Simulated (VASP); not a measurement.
**AlCo (CsCl type): relaxation of cell and atoms with PBE**

AlCo (CsCl type):

```
Co Al
1.0
     2.67951    0.00000    0.00000
     0.00000    2.67951    0.00000
     0.00000    0.00000    2.67951
Co Al
1 1
Cartesian
  0.0000 0.0000 0.0000
  1.3398 1.3398 1.3398
```

- Program: VASP 6.6.1
- Task: relaxation of cell and atoms
- Functional: PBE
- Potentials or basis: VASP PAW PBE potentials, release 64 (Co, Al)
- Cutoff: 600 eV
- k mesh: 15 × 15 × 15
- Occupations: fermi-dirac, width 0.08 eV
- Spin: no spin polarisation
- Target pressure: 50 GPa
- Dipole correction: no
- Further INCAR settings: ALGO = Normal; EDIFF = 1e-07; IBRION = 2; EDIFFG = -0.005; NSW = 32; ISIF = 3

```yaml
Relaxed_volume: 9.61 Å³/atom
Relaxed_cell: a = 2.679 Å, b = 2.679 Å, c = 2.679 Å, α = 90.00°, β = 90.00°, γ = 90.00°
Space_group_after_relaxing_to_0.1_Å: Pm-3m (No. 221)
Energy_change_on_relaxing_the_run_minimises_the_enthalpy: +1.6 meV/atom
Ionic_steps: 3
Pressure_after_relaxing: 50.0 GPa
Band_gap_on_the_k_mesh: zero (bands 6 and 7 overlap by 2.17 eV)
```

The path:
| step | energy change (eV) | largest force (eV/Å) | pressure (GPa) | volume (Å³) |
| --- | --- | --- | --- | --- |
| 1 | 0.0000 | 0.0000 | 49.84 | 19.24 |
| 2 | 0.0081 | 0.0000 | 50.35 | 19.21 |
| 3 | 0.0032 | 0.0000 | 50.02 | 19.23 |

Final structure:
```
Co Al
1.0
     2.67904    0.00000    0.00000
     0.00000    2.67904    0.00000
     0.00000    0.00000    2.67904
Co Al
1 1
Cartesian
  0.0000 0.0000 0.0000
  1.3395 1.3395 1.3395
```

Levels at points of the mesh, in eV from the Fermi level:
```
           k point  band 4  band 5  band 6  band 7  band 8  band 9
(0.00, 0.00, 0.00)   -1.09   -1.09   -1.09    6.99    6.99    6.99
```

Wall time 42 s on 1 thread of AMD EPYC 9R14 (Zen 4) (shared host), peak memory 0.13 GiB.

Caveat: the cell is relaxed towards a set pressure, so the run minimises the enthalpy, not the energy; the run has no spin polarisation, though such a crystal can be magnetic. Spin polarisation is off, so any magnetic state and its effect on volume and gap are missing.
